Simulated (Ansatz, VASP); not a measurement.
**Na: VASP beside Ansatz**

The input INCAR:

```
SYSTEM = Na
PREC = Accurate ; ENCUT = 500
EDIFF = 1E-6 ; ISMEAR = 0
SIGMA = 0.1 ; LREAL = .FALSE.
LASPH = .TRUE. ; NELM = 120
ALGO = Normal ; ISIF = 2
LWAVE = .FALSE. ; LCHARG = .FALSE.
GGA = CA ; NBANDS = 10
GGA_COMPAT = .FALSE.
```

The input KPOINTS:

```
Automatic mesh
0
G
  14 14 14
  0 0 0
```

File POSCAR:

```
Na
1.0
   -2.0666491280      2.0666491280      2.0666491280
    2.0666491280     -2.0666491280      2.0666491280
    2.0666491280      2.0666491280     -2.0666491280
Na
1
Direct
    0.0000000000      0.0000000000      0.0000000000
```

Input for Ansatz:

```yaml
crystal:
  lattice:
    - [-2.066649128, 2.066649128, 2.066649128]
    - [2.066649128, -2.066649128, 2.066649128]
    - [2.066649128, 2.066649128, -2.066649128]
  atoms:
    - { symbol: Na, position: [0.0, 0.0, 0.0] }
basis:
  ecutwfc: 420
kpoints:
  mp_grid: { grid: [14, 14, 14] }
hamiltonian:
  xc: lda
  pseudopotentials: { kind: paw, azcp: { folder: soft_1 } }
scf:
  occupations: { method: gaussian, width: 0.1 }
output:
  forces: true
  stress: true
  eigenvalues: true
```

Alike in both runs: task single point; functional LDA; k mesh 14 × 14 × 14; occupations gaussian, width 0.1 eV; no spin polarisation.

```csv
,VASP,Ansatz
version,VASP 6.6.1,Ansatz 0.2.0
potentials or method,"VASP PAW LDA potentials, release 64 (Na_pv), cutoff 500 eV","scalar-relativistic, plane waves, PAW"
valence electrons in the cell,7,9
```

```tsv
	VASP	Ansatz	Ansatz less VASP
gap on the k mesh at the Fermi level (eV)	none	none	-
pressure (GPa)	-0.5	-0.5	+0.04
```

Ansatz warns that its potentials were made for another functional, while VASP's fit it. LDA's correlation is that of Perdew and Zunger in VASP and of Perdew and Wang (1992) in Ansatz. A gap of «none» marks a metal or a gap that the smearing closes. VASP's potentials hold 7 valence electrons a cell and Ansatz's 9, so a difference there can come from the potentials and not from the codes.
